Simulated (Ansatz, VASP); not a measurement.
**One calculation of InAs, two programs**

```xyz
2
Lattice="0.0000 3.0180 3.0180 3.0180 0.0000 3.0180 3.0180 3.0180 0.0000" Properties=species:S:1:pos:R:3 pbc="T T T"
In    0.0000    0.0000    0.0000
As    4.5270    4.5270    4.5270
```

Alike in both runs: task relaxation of cell and atoms; functional PBE; k mesh 8 × 8 × 8; occupations fermi-dirac, width 0.05 eV; no spin polarisation.

```csv
,VASP,Ansatz
version,VASP 6.6.1,Ansatz 0.2.0
potentials or method,"VASP PAW PBE potentials, release 64 (In_d_GW, As_GW)",Ansatz PAW
plane-wave cutoff (eV),680,420
valence electrons in the cell,18,28
```

VASP gave:

* relaxed volume (Å³/atom): 29.55
* relaxed cell length with the largest relative difference (Å): 4.372

Which values does Ansatz return?

Relaxed volume (Å³/atom): 29.60; relaxed cell length with the largest relative difference (Å): 4.375.

VASP's potentials hold 18 valence electrons a cell and Ansatz's 28, so a difference there can come from the potentials and not from the codes.

Noted on Ansatz's run: the plane-wave basis is chosen anew once the cell has moved, so the energies of steps on either side of that aren't comparable.
